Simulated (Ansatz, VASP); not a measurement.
One calculation of YbH3, two programs

Contents of INCAR:

```
PREC = Accurate ; ENCUT = 600
EDIFF = 1E-6 ; ISMEAR = 0
SIGMA = 0.1 ; LREAL = F
LASPH = T ; NELM = 200
ALGO = Normal ; ISIF = 2
LWAVE = F ; LCHARG = T
GGA = PE ; LELF = T
LVHAR = T ; NBANDS = 22
GGA_COMPAT = F ; LMAXMIX = 6
```

KPOINTS

```
Automatic mesh
0
Gamma
  7 7 7
```

The input POSCAR:

```
YbH3
1.0
    0.0000000000      2.5936100033      2.5936100033
    2.5936100033      0.0000000000      2.5936100033
    2.5936100033      2.5936100033      0.0000000000
Yb H
1 3
Direct
    0.0000000000      0.0000000000      0.0000000000
    0.7500000000      0.7500000000      0.7500000000
    0.2500000000      0.2500000000      0.2500000000
    0.5000000000      0.5000000000      0.5000000000
```

Input for Ansatz:

```yaml
crystal:
  lattice:
    - [1.0711006173633582e-16, 2.59361000325032, 2.59361000325032]
    - [2.59361000325032, 2.2161994591038202e-16, 2.59361000325032]
    - [2.59361000325032, 2.59361000325032, -3.844030705018813e-20]
  atoms:
    - { symbol: Yb, position: [9.604274144440946e-33, -6.485391056645516e-33, -1.5441959003728872e-33] }
    - { symbol: H, position: [0.75, 0.7499999999999999, 0.75] }
    - { symbol: H, position: [0.25, 0.25, 0.24999999999999997] }
    - { symbol: H, position: [0.5, 0.5, 0.49999999999999994] }
basis:
  ecutwfc: 420.0
kpoints:
  mp_grid:
    grid: [7, 7, 7]
hamiltonian:
  xc: pbe
  pseudopotentials:
    kind: paw
scf:
  occupations:
    method: gaussian
    width: 0.1
output:
  forces: true
  stress: true
```

Alike in both runs: task single point; functional PBE; k mesh 7 × 7 × 7; occupations gaussian, width 0.1 eV; no spin polarisation.

|  | VASP | Ansatz |
| --- | --- | --- |
| version | VASP 6.6.1 | Ansatz 0.2.0 |
| potentials or method | VASP PAW PBE potentials, release 64 (Yb, H), cutoff 600 eV | plane waves, PAW |
| valence electrons in the cell | 27 | 27 |

Ansatz gave:

| Item | Value |
| --- | --- |
| pressure (GPa) | -4.6 |

Which values does VASP return?

Pressure (GPa): -5.9.

Spin-orbit coupling is off throughout.
